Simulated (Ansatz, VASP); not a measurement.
# One calculation of KTaO3, two programs

Contents of INCAR:

```
ALGO = Normal
EDIFF = 1E-8
ENCUT = 520
GGA = CA
ISIF = 2
ISMEAR = -1
LASPH = True
LCHARG = False
LEFG = True
LREAL = False
LWAVE = False
NBANDS = 27
NELM = 60
PREC = Accurate
SIGMA = 0.01
```

File KPOINTS:

```
k-points
0
Gamma
  5 5 5
```

Contents of POSCAR:

```
KTaO3
1.0
    3.9883000000      0.0000000000      0.0000000000
    0.0000000000      3.9883000000      0.0000000000
    0.0000000000      0.0000000000      4.0680660000
K Ta O
1 1 3
Direct
    0.5000000000      0.5000000000      0.5000000000
    0.0000000000      0.0000000000      0.0000000000
    0.5000000000      0.0000000000      0.0000000000
    0.0000000000      0.5000000000      0.0000000000
    0.0000000000      0.0000000000      0.5000000000
```

Input for Ansatz:

```yaml
crystal:
  lattice:
    - [3.9883, 0.0, 0.0]
    - [0.0, 3.9883, 0.0]
    - [0.0, 0.0, 4.068066]
  atoms:
    - { symbol: K, position: [0.5, 0.5, 0.5] }
    - { symbol: Ta, position: [0.0, 0.0, 0.0] }
    - { symbol: O, position: [0.5, 0.0, 0.0] }
    - { symbol: O, position: [0.0, 0.5, 0.0] }
    - { symbol: O, position: [0.0, 0.0, 0.5] }
kpoints:
  mp_grid: { grid: [5, 5, 5] }
scf:
  occupations: { method: fermi_dirac, width: 0.01 }
hamiltonian:
  xc: lda
  pseudopotentials: { kind: all_electron, datasets: crystal }
output:
  forces: true
  stress: true
  eigenvalues: true
  efg: { contact_densities: true }
```

Change from the starting cell: zz strain of +2 %, crystal datasets.

Alike in both runs: task electric field gradients; functional LDA; k mesh 5 × 5 × 5; occupations fermi-dirac, width 0.01 eV; no spin polarisation.

|  | VASP | Ansatz |
| --- | --- | --- |
| version | VASP 6.6.1 | Ansatz 0.2.0 |
| potentials or method | VASP PAW LDA potentials, release 64 (K_sv, Ta_pv, O), cutoff 520 eV | all-electron PAW with datasets made for the crystal, scalar-relativistic |

VASP gave:

```
gap on the k mesh at the Fermi level (eV)                     : 2.07
pressure (GPa)                                                : -8.0
traceless stress, the component that is largest in VASP (GPa) : -4.41
size of Vzz on the site where it differs most (V/Å²)          : 105.3
```

Problem. What did Ansatz give for the same quantities?

Solution. gap on the k mesh at the Fermi level (eV): 2.13; pressure (GPa): -9.0; traceless stress, the component that is largest in VASP (GPa): -4.30; size of Vzz on the site where it differs most (V/Å²): 101.3.

LDA's correlation is that of Perdew and Zunger in VASP and of Perdew and Wang (1992) in Ansatz. Ansatz ran all-electron here, and VASP with PAW potentials.

Spin-orbit coupling is off throughout.
